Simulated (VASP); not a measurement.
A run of VASP 6.6.1:

The input INCAR:

```
ALGO = Normal ; EDIFF = 1E-6
ENCUT = 500 ; GGA = PE
GGA_COMPAT = F ; ISIF = 2
ISMEAR = 0 ; LASPH = T
LCHARG = F ; LREAL = F
LWAVE = F ; NBANDS = 18
NELM = 120 ; PREC = Accurate
SIGMA = 0.2
```

File KPOINTS:

```
k-points
0
Gamma
  5 5 5
```

Contents of POSCAR:

```
SiB5
1.0
    0.0000000000      2.7732243412      2.7732243412
    2.7732243412      0.0000000000      2.7732243412
    2.7732243412      2.7732243412      0.0000000000
Si B
1 5
Direct
    0.0000000000      0.0000000000      0.0000000000
    0.2500000000      0.2500000000      0.2500000000
    0.1340280420      0.6219906527      0.6219906527
    0.6219906527      0.6219906527      0.6219906527
    0.6219906527      0.6219906527      0.1340280420
    0.6219906527      0.1340280420      0.6219906527
```

Potentials or basis: VASP PAW PBE potentials, release 64 (Si, B).

Run with:

```sh
$ cat potpaw_PBE.64/Si/POTCAR potpaw_PBE.64/B/POTCAR > POTCAR
$ mpirun -np 1 vasp_std > vasp.out
```

Hardware: 1 thread of Intel(R) Xeon(R) Platinum 8375C CPU @ 2.90GHz (Ice Lake), on a shared host.

How long does it take, and how much memory?

Wall time 8.4 s on 1 thread of Intel(R) Xeon(R) Platinum 8375C CPU @ 2.90GHz (Ice Lake) (shared host), peak memory 0.15 GiB. Counts: scf iterations 12, k points 10.
